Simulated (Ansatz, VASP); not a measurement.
**MgO in VASP and in Ansatz**

INCAR

```
SYSTEM = MgO
PREC = Accurate ; ENCUT = 600
EDIFF = 1E-6 ; ISMEAR = -1
SIGMA = 0.01 ; LREAL = .FALSE.
LASPH = .TRUE. ; NELM = 120
ALGO = Normal ; ISIF = 2
LWAVE = .FALSE. ; LCHARG = .TRUE.
GGA = CA ; LELF = .TRUE.
LVHAR = .TRUE. ; NBANDS = 11
GGA_COMPAT = .FALSE.
```

Contents of KPOINTS:

```
regular mesh
0
G
  8 8 8
  0 0 0
```

The input POSCAR:

```
MgO
1.0
    0.0000000000      2.1100000000      2.1100000000
    2.1100000000      0.0000000000      2.1100000000
    2.1100000000      2.1100000000      0.0000000000
Mg O
1 1
Direct
    0.0000000000      0.0000000000      0.0000000000
    0.5000000000      0.5000000000      0.5000000000
```

Input for Ansatz:

```yaml
crystal:
  lattice:
    - [0.0, 2.11, 2.11]
    - [2.11, 0.0, 2.11]
    - [2.11, 2.11, 0.0]
  atoms:
    - { symbol: Mg, position: [0.0, 0.0, 0.0] }
    - { symbol: O, position: [0.5, 0.5, 0.5] }
hamiltonian:
  xc: lda
  pseudopotentials: { kind: paw }
basis:
  ecutwfc: 420
kpoints:
  mp_grid: { grid: [8, 8, 8] }
scf:
  occupations: { method: fermi_dirac, width: 0.01 }
  lower_state_search: "off"
  algorithm: density_mixing
  max_iter: 100
  mixing: {}
output:
  forces: true
  stress: true
```

Alike in both runs: task single point; functional LDA; k mesh 8 × 8 × 8; occupations fermi-dirac, width 0.01 eV; no spin polarisation.

|  | VASP | Ansatz |
| --- | --- | --- |
| version | VASP 6.6.1 | Ansatz 0.2.0 |
| potentials or method | VASP PAW LDA potentials, release 64 (Mg, O), cutoff 600 eV | PAW, plane waves, scalar-relativistic |
| valence electrons in the cell | 8 | 16 |

|  | VASP | Ansatz | Ansatz less VASP |
| --- | --- | --- | --- |
| pressure (GPa) | -8.8 | -6.9 | +1.91 |

LDA's correlation is that of Perdew and Zunger in VASP and of Perdew and Wang (1992) in Ansatz. VASP's potentials hold 8 valence electrons a cell and Ansatz's 16, so a difference there can come from the potentials and not from the codes.
